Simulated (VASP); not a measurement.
# YB3 (Pm-3m) in VASP: notebook

Runs on YB3. Level: PBE. Tasks: single point, relaxation of cell and atoms.

Everything below comes from runs of VASP 6.6.1. Logs are shortened: lines on timing, memory, paths and dates and some standing lists are left out, and cuts for length are marked.

## Step 1: The cell of the first run

The structure is cubic, space group Pm-3m (No. 221). Conventional cell: a = 3.592 Å, b = 3.592 Å, c = 3.592 Å, α = 90.00°, β = 90.00°, γ = 90.00°. Within 3.4 Å of Y (site symmetry m-3m) lie 12 B at 2.54 Å. B (site symmetry 4/mmm) has 4 Y at 2.54 Å and 8 B at 2.54 Å within 3.4 Å.

## Step 2: Single point, PBE

Contents of INCAR:

```
ALGO = Normal
EDIFF = 1E-7
ENCUT = 520
GGA = PE
ISIF = 2
ISMEAR = 0
LASPH = T
LCHARG = F
LREAL = F
LWAVE = F
NBANDS = 18
NELM = 100
PREC = Accurate
SIGMA = 0.1
```

Contents of KPOINTS:

```
k-points
0
Gamma
  14 14 14
```

Contents of POSCAR:

```
YB3
1.0
    3.5920091171      0.0000000000      0.0000000000
    0.0000000000      3.5920091171      0.0000000000
    0.0000000000      0.0000000000      3.5920091171
Y B
1 3
Direct
    0.0000000000      0.0000000000      0.0000000000
    0.0000000000      0.5000000000      0.5000000000
    0.5000000000      0.0000000000      0.5000000000
    0.5000000000      0.5000000000      0.0000000000
```

Potentials or basis: VASP PAW PBE potentials, release 64 (Y_sv, B).

Launch:

```sh
cat potpaw_PBE.64/Y_sv/POTCAR potpaw_PBE.64/B/POTCAR > POTCAR
mpirun -np 1 vasp_std > vasp.out
```

OUTCAR:

```text
EDIFF = 1E-7
   ENCUT = 520
   GGA = PE
   ISIF = 2
   ISMEAR = 0
   LASPH = T
   LREAL = F
   NELM = 100
   PREC = Accurate

 ion  position               nearest neighbor table
   1  0.000  0.000  0.000-   2 2.54   3 2.54   4 2.54   2 2.54   3 2.54   2 2.54   4 2.54   2 2.54
                             3 2.54   4 2.54   3 2.54   4 2.54
   2  0.000  0.500  0.500-   1 2.54   1 2.54   1 2.54   1 2.54
   3  0.500  0.000  0.500-   1 2.54   1 2.54   1 2.54   1 2.54
   4  0.500  0.500  0.000-   1 2.54   1 2.54   1 2.54   1 2.54

  LATTYP: Found a simple cubic cell.
 ALAT       =     3.5920091171

  Lattice vectors:

 A1 = (   3.5920091171,   0.0000000000,   0.0000000000)
 A2 = (   0.0000000000,   3.5920091171,   0.0000000000)
 A3 = (   0.0000000000,   0.0000000000,   3.5920091171)

Analysis of symmetry for initial positions (statically):
=====================================================================
 Subroutine PRICEL returns:
 Original cell was already a primitive cell.

 Routine SETGRP: Setting up the symmetry group for a
 simple cubic supercell.

 Subroutine GETGRP returns: Found 48 space group operations
 (whereof 48 operations were pure point group operations)
 out of a pool of 48 trial point group operations.

The static configuration has the point symmetry O_h .

Analysis of symmetry for dynamics (positions and initial velocities):
=====================================================================
 Subroutine PRICEL returns:
 Original cell was already a primitive cell.

 Routine SETGRP: Setting up the symmetry group for a
 simple cubic supercell.

 Subroutine GETGRP returns: Found 48 space group operations
 (whereof 48 operations were pure point group operations)
 out of a pool of 48 trial point group operations.

The dynamic configuration has the point symmetry O_h .

 Subroutine INISYM returns: Found 48 space group operations
 (whereof 48 operations are pure point group operations),
 and found     1 'primitive' translations

----------------------------------------------------------------------------------------

                                     Primitive cell

  volume of cell :      46.3460

  direct lattice vectors                    reciprocal lattice vectors
     3.592009117  0.000000000  0.000000000     0.278395730  0.000000000  0.000000000
     0.000000000  3.592009117  0.000000000     0.000000000  0.278395730  0.000000000
     0.000000000  0.000000000  3.592009117     0.000000000  0.000000000  0.278395730

  length of vectors
     3.592009117  3.592009117  3.592009117     0.278395730  0.278395730  0.278395730

  position of ions in fractional coordinates (direct lattice)
     0.000000000  0.000000000  0.000000000
     0.000000000  0.500000000  0.500000000
     0.500000000  0.000000000  0.500000000
     0.500000000  0.500000000  0.000000000

  ion indices of the primitive-cell ions
   primitive index   ion index
                 1           1
                 2           2
                 3           3
                 4           4

----------------------------------------------------------------------------------------

 KPOINTS: k-points

Automatic generation of k-mesh.
 Grid dimensions read from file:
 generate k-points for:   14   14   14

 Generating k-lattice:

  Cartesian coordinates                     Fractional coordinates (reciprocal lattice)
     0.019885409  0.000000000  0.000000000     0.071428571  0.000000000  0.000000000
     0.000000000  0.019885409  0.000000000     0.000000000  0.071428571  0.000000000
     0.000000000  0.000000000  0.019885409     0.000000000  0.000000000  0.071428571

  Length of vectors
     0.019885409  0.019885409  0.019885409

  Shift w.r.t. Gamma in fractional coordinates (k-lattice)
     0.000000000  0.000000000  0.000000000

 Subroutine IBZKPT returns following result:
 ===========================================

 Found    120 irreducible k-points:

 Following reciprocal coordinates:
            Coordinates               Weight
  0.000000  0.000000  0.000000      1.000000
  0.071429  0.000000  0.000000      6.000000
  0.142857  0.000000  0.000000      6.000000
  0.214286  0.000000  0.000000      6.000000
  0.285714  0.000000  0.000000      6.000000
  0.357143  0.000000  0.000000      6.000000
[... 16 lines left out ...]
  0.285714  0.214286  0.000000     24.000000
  0.357143  0.214286  0.000000     24.000000
 [... further k-points ...]
   k-points           NKPTS =    120   k-points in BZ     NKDIM =    120   number of bands    NBANDS=     18
   number of dos      NEDOS =    301   number of ions     NIONS =      4
   total plane-waves  NPLWV =  21952
   dimension x,y,z NGX =    28 NGY =   28 NGZ =   28
   dimension x,y,z NGXF=    56 NGYF=   56 NGZF=   56
   ions per type =               1   3
   NGX,Y,Z   is equivalent  to a cutoff of  12.96, 12.96, 12.96 a.u.
   NGXF,Y,Z  is equivalent  to a cutoff of  25.92, 25.92, 25.92 a.u.
 SYSTEM =  unknown system
   PREC   = accura    normal or accurate (medium, high low for compatibility)
   ISTART =      0    job   : 0-new  1-cont  2-samecut
   ICHARG =      2    charge: 1-file 2-atom 10-const
   ISPIN  =      1    spin polarized calculation?
   LNONCOLLINEAR =      F non collinear calculations
   LSORBIT =      F    spin-orbit coupling
   LASPH  =      T    aspherical Exc in radial PAW
   ENCUT  =  520.0 eV  38.22 Ry    6.18 a.u.   6.68  6.68  6.68*2*pi/ulx,y,z
   NELM   =    100;   NELMIN=  2; NELMDL= -5     # of ELM steps
   EDIFF  = 0.1E-06   stopping-criterion for ELM
   LREAL  =      F    real-space projection
   EDIFFG = 0.1E-05   stopping-criterion for IOM
   NSW    =      0    number of steps for IOM
   IBRION =     -1    ionic relax: 0-MD 1-quasi-New 2-CG
   NFREE  =      0    steps in history (QN), initial steepest desc. (CG)
   ISIF   =      2    stress and relaxation
   ISYM   =      2    0-nonsym 1-usesym 2-fastsym
   POTIM  = 0.5000    time-step for ionic-motion
   TEBEG  =    0.0;   TEEND  =   0.0 temperature during run
   PSTRESS=    0.0 pullay stress
   NELECT =      20.0000    total number of electrons
   NUPDOWN=      -1.0000    fix difference up-down
   EMIN   =  10.00;   EMAX   =-10.00  energy-range for DOS
   EFERMI =   0.00;   METHOD = LEGACY
   ISMEAR =     0;   SIGMA  =   0.10  broadening in eV -4-tet -1-fermi 0-gaus
   EFERMI_NEDOS =   21; number of points for ismear=-14 and -15
   IALGO  =     38    algorithm
   IMIX   =      4    mixing-type and parameters
     AMIX     =   0.40;   BMIX     =  1.00
     AMIX_MAG =   1.60;   BMIX_MAG =  1.00
  volume/ion in A,a.u.               =      11.59        78.19
  Fermi-wavevector in a.u.,A,eV,Ry     =   1.237126  2.337830 20.823467  1.530482
  Thomas-Fermi vector in A             =   2.371706
   LORBIT       =      0    0 simple, 1 ext, 2 COOP (PROOUT), +10 PAW based schemes
   GGA     = PE    functional components
   LHFCALC =     F    Hartree Fock is set to
   AEXX    =    0.0000 exact exchange contribution
   IVDW    =     0    specifies the selected vdW correction
   LEPSILON=     F    determine dielectric tensor
   LRPA    =     F    only Hartree local field effects (RPA)
 non-spin polarized calculation
 Gauss-broadening in eV      SIGMA  =   0.10
  energy-cutoff  :      520.00
  volume of cell :       46.35
 maximum number of plane-waves:      1273
 NGX is ok and might be reduce to    28
   NGX = 13   NGY = 13   NGZ = 13

 number of electron      20.0000000 magnetization

 Free energy of the ion-electron system (eV)
  ---------------------------------------------------
  ext. energy  EPLUGINS =         0.00000000
  ---------------------------------------------------
  free energy    TOTEN  =       -22.62263643 eV

  energy without entropy =      -22.61790080  energy(sigma->0) =      -22.62026861

 E-fermi :   4.9080     XC(G=0): -11.4586

 val. band max:        4.8849016871   @ k =   0.2857   0.2143   0.0714
 cond. band min:       4.9233115719   @ k =   0.3571   0.0714   0.0000
 fundamental gap:      0.0384098849
 Fermi energy:         4.9079635667

 k-point     1 :       0.0000    0.0000    0.0000
  band No.  band energies     occupation
      1     -35.2547      2.00000
      2     -15.4219      2.00000
      3     -15.4219      2.00000
      4     -15.4219      2.00000
      5      -5.9971      2.00000
      6       1.3964      2.00000
[... 10 lines left out ...]
     17      11.5565      0.00000
     18      11.5565      0.00000

 k-point     2 :       0.0714    0.0000    0.0000
  band No.  band energies     occupation
      1     -35.2532      2.00000
      2     -15.4511      2.00000
      3     -15.4184      2.00000
      4     -15.4184      2.00000
      5      -5.9241      2.00000
      6       1.1498      2.00000
[... 10 lines left out ...]
     17      11.5780      0.00000
     18      11.8545      0.00000

 k-point     3 :       0.1429    0.0000    0.0000
  band No.  band energies     occupation
      1     -35.2489      2.00000
      2     -15.5315      2.00000
      3     -15.4087      2.00000
      4     -15.4087      2.00000
      5      -5.7110      2.00000
      6       0.5839      2.00000
[... 10 lines left out ...]
     17      11.5636      0.00000
     18      11.7951      0.00000

 k-point     4 :       0.2143    0.0000    0.0000
  band No.  band energies     occupation
      1     -35.2427      2.00000
      2     -15.6444      2.00000
      3     -15.3945      2.00000
      4     -15.3945      2.00000
      5      -5.3727      2.00000
      6      -0.1182      2.00000
[... 375 lines left out ...]
      4     -15.3682      2.00000
      5      -4.8144      2.00000
      6       0.0792      2.00000
[... 10 lines left out ...]
     17      11.6932      0.00000
     18      12.0269      0.00000

 k-point    23 :       0.2857    0.2143    0.0000
  band No.  band energies     occupation
      1     -35.2240      2.00000
      2     -15.7302      2.00000
      3     -15.5897      2.00000
      4     -15.3531      2.00000
      5      -4.4244      2.00000
      6      -0.6281      2.00000
[... 10 lines left out ...]
     17      11.9396      0.00000
     18      12.0871      0.00000

 k-point    24 :       0.3571    0.2143    0.0000
  band No.  band energies     occupation
      1     -35.2178      2.00000
      2     -15.8324      2.00000
      3     -15.5730      2.00000
      4     -15.3393      2.00000
      5      -3.9686      2.00000
      6      -1.3437      2.00000
[... 10 lines left out ...]
     17      12.2680      0.00000
     18      12.4441      0.00000

 [... further k-points ...]

------------------------ aborting loop because EDIFF is reached ----------------------------------------

  FORCE on cell =-STRESS in cart. coord.  units (eV):
  Direction    XX          YY          ZZ          XY          YZ          ZX
  --------------------------------------------------------------------------------------
  -------------------------------------------------------------------------------------
  Total       -0.0681261     -0.0681261     -0.0681261     -0.0000000      0.0000000     -0.0000000
  in kB       -2.3551117     -2.3551117     -2.3551117     -0.0000000      0.0000000     -0.0000000
  external PRESSURE =      -2.3551117 kB  Pullay stress =       0.0000000 kB

 VOLUME and BASIS-vectors are now :
 -----------------------------------------------------------------------------
  energy-cutoff  :      520.00
  volume of cell :       46.35
      direct lattice vectors                 reciprocal lattice vectors
     3.592009117  0.000000000  0.000000000     0.278395730  0.000000000  0.000000000
     0.000000000  3.592009117  0.000000000     0.000000000  0.278395730  0.000000000
     0.000000000  0.000000000  3.592009117     0.000000000  0.000000000  0.278395730

 POSITION                                       TOTAL-FORCE (eV/Angst)
 -----------------------------------------------------------------------------------
      0.00000      0.00000      0.00000         0.000000      0.000000      0.000000
      0.00000      1.79600      1.79600         0.000000      0.000000      0.000000
      1.79600      0.00000      1.79600         0.000000      0.000000      0.000000
      1.79600      1.79600      0.00000         0.000000      0.000000      0.000000
 -----------------------------------------------------------------------------------
    total drift:                               -0.000000     -0.000000     -0.000000

  FREE ENERGIE OF THE ION-ELECTRON SYSTEM (eV)
  ---------------------------------------------------
  free  energy   TOTEN  =       -22.6226364324 eV

  energy  without entropy=      -22.6179007973  energy(sigma->0) =      -22.62026861
```

Wall time 70 s (1 thread of Intel Xeon Platinum 8259CL at 2.50GHz (Skylake/Cascade Lake), shared host); peak memory 0.24 GiB.

What came out:

```yaml
Free_energy: -22.6226 eV
Pressure: -0.2 GPa
Band_gap_on_the_k_mesh: zero (band 10 reaches 5.45 eV, above the bottom of band 11 at 3.07 eV)
```

Levels at points of the mesh, in eV from the Fermi level:
```tsv
k point	band 8	band 9	band 10	band 11	band 12	band 13
(0.00, 0.00, 0.00)	-1.76	-1.76	-1.76	3.07	3.07	3.07
(0.50, 0.00, 0.00)	-2.45	-1.88	-0.97	1.55	1.55	3.34
(0.50, 0.50, 0.00)	-4.49	-0.93	-0.93	1.45	1.65	3.12
(0.50, 0.50, 0.50)	-4.94	-1.83	-1.83	-1.83	6.83	6.83
```

## Step 3: Relaxation of cell and atoms, PBE

This run uses another cell than the first one, of 11.66 Å³/atom, 1.006 times its volume.

Contents of INCAR:

```
SYSTEM = YB3
ALGO = Normal
EDIFF = 1E-6
EDIFFG = -0.01
ENCUT = 600
GGA = PE
IBRION = 2
ISIF = 3
ISMEAR = 0
LASPH = .TRUE.
LCHARG = .FALSE.
LREAL = .FALSE.
LWAVE = .FALSE.
NELM = 100
NSW = 100
PREC = Accurate
SIGMA = 0.1
```

Contents of KPOINTS:

```
k-points
0
G
  14 14 14
  0 0 0
```

Contents of POSCAR:

```
YB3
1.0
    3.5994868122      0.0000000000      0.0000000000
    0.0000000000      3.5994868122      0.0000000000
    0.0000000000      0.0000000000      3.5994868122
Y B
1 3
Direct
    0.0000000000      0.0000000000      0.0000000000
    0.0000000000      0.5000000000      0.5000000000
    0.5000000000      0.0000000000      0.5000000000
    0.5000000000      0.5000000000      0.0000000000
```

Potentials or basis: VASP PAW PBE potentials, release 64 (Y_sv, B).

Launch:

```sh
cat potpaw_PBE.64/Y_sv/POTCAR potpaw_PBE.64/B/POTCAR > POTCAR
mpirun -np 1 vasp_std > vasp.out
```

Wall time 2.9 min (1 thread of Intel Xeon Platinum 8259CL at 2.50GHz (Skylake/Cascade Lake), shared host); peak memory 0.27 GiB.

Results (log left out):

```yaml
Free_energy: -22.6243 eV
Relaxed_volume: 11.56 Å³/atom
Relaxed_cell: a = 3.590 Å, b = 3.590 Å, c = 3.590 Å, α = 90.00°, β = 90.00°, γ = 90.00°
Space_group_after_relaxing_to_0.05_Å: Pm-3m (No. 221)
Energy_gained_by_relaxing: 0.3 meV/atom
Ionic_steps: 3
Pressure_after_relaxing: 0.0 GPa
Band_gap_on_the_k_mesh: zero (band 10 reaches 5.46 eV, above the bottom of band 11 at 3.08 eV)
```

Step by step:
```tsv
step	energy change (eV)	largest force (eV/Å)	pressure (GPa)	volume (Å³)
1	0.0000	0.0000	-1.01	46.64
2	-0.0011	0.0000	0.32	46.14
3	-0.0012	0.0000	-0.01	46.25
```

Final structure:
```xyz
4
Lattice="3.5896 0.0000 0.0000 0.0000 3.5896 0.0000 0.0000 0.0000 3.5896" Properties=species:S:1:pos:R:3 pbc="T T T"
Y     0.0000    0.0000    0.0000
B     0.0000    1.7948    1.7948
B     1.7948    0.0000    1.7948
B     1.7948    1.7948    0.0000
```

Levels at points of the mesh, in eV from the Fermi level:
| k point | band 7 | band 8 | band 9 | band 10 | band 11 | band 12 | band 13 | band 14 |
| --- | --- | --- | --- | --- | --- | --- | --- | --- |
| (0.00, 0.00, 0.00) | -3.51 | -1.76 | -1.76 | -1.76 | 3.07 | 3.07 | 3.07 | 4.70 |
| (0.50, 0.00, 0.00) | -2.45 | -2.45 | -1.89 | -0.96 | 1.55 | 1.55 | 3.34 | 3.46 |
| (0.50, 0.50, 0.00) | -5.30 | -4.50 | -0.93 | -0.93 | 1.45 | 1.65 | 3.12 | 3.12 |
| (0.50, 0.50, 0.50) | -6.07 | -4.95 | -1.83 | -1.83 | -1.83 | 6.83 | 6.83 | 6.83 |
